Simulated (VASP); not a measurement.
A run of VASP 6.6.1 is set up as follows.

The input INCAR:

```
ALGO = Normal ; EDIFF = 1E-7
ENCUT = 520 ; GGA = PE
ISIF = 2 ; ISMEAR = 0
LASPH = T ; LCHARG = F
LREAL = F ; LWAVE = F
NBANDS = 14 ; NELM = 80
PREC = Accurate ; SIGMA = 0.15
```

Contents of KPOINTS:

```
k-points
0
Gamma
  18 18 18
```

File POSCAR:

```
HfC
1.0
    0.0000000000      2.3831250000      2.3250000000
    2.3250000000      0.0000000000      2.3250000000
    2.3250000000      2.3831250000      0.0000000000
Hf C
1 1
Direct
    0.5000000000      0.5000000000      0.5000000000
    0.0000000000      0.0000000000      0.0000000000
```

Potentials or basis: VASP PAW PBE potentials, release 64 (Hf_pv, C).

Command:

```console
$ cat potpaw_PBE.64/Hf_pv/POTCAR potpaw_PBE.64/C/POTCAR > POTCAR
$ mpirun -np 1 vasp_std > vasp.out
```

(1) Predict the band gap on the k mesh.

(2) Estimate the pressure.

Results:

(1) zero (band 7 reaches 6.79 eV, above the bottom of band 8 at 5.30 eV).

(2) -5.8 GPa.

Caveat: the cell differs from its parent crystal (strain +0.0250 x Voigt [0, 1, 0, 0, 0, 0]); spin-orbit coupling is left out, which moves the levels of the heavy elements.
